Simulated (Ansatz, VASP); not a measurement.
KMgF3 in VASP and in Ansatz

```
K Mg F
1.0
     4.05419    0.00000    0.00000
     0.00000    4.05419    0.00000
     0.00000    0.00000    4.05419
K Mg F
1 1 3
Cartesian
  2.0271 2.0271 2.0271
  0.0000 0.0000 0.0000
  2.0271 0.0000 0.0000
  0.0000 2.0271 0.0000
  0.0000 0.0000 2.0271
```

Alike in both runs: task relaxation of cell and atoms; functional LDA; k mesh 6 × 6 × 6; occupations gaussian, width 0.02 eV; no spin polarisation.

|  | VASP | Ansatz |
| --- | --- | --- |
| version | VASP 6.6.1 | Ansatz 0.2.0 |
| potentials or method | VASP PAW LDA potentials, release 64 (K_sv, Mg, F), cutoff 600 eV | scalar-relativistic, plane waves, PAW |
| valence electrons in the cell | 32 | 40 |

```csv
,VASP,Ansatz,Ansatz less VASP
"gap on the k mesh at the Fermi level, each at its own relaxed structure (eV)",7.52,7.44,-0.079
relaxed volume (Å³/atom),11.79,11.94,+0.146
relaxed cell length with the largest relative difference (Å),3.892,3.908,+0.0160
```

LDA's correlation is that of Perdew and Zunger in VASP and of Perdew and Wang (1992) in Ansatz. VASP's potentials hold 32 valence electrons a cell and Ansatz's 40, so a difference there can come from the potentials and not from the codes.
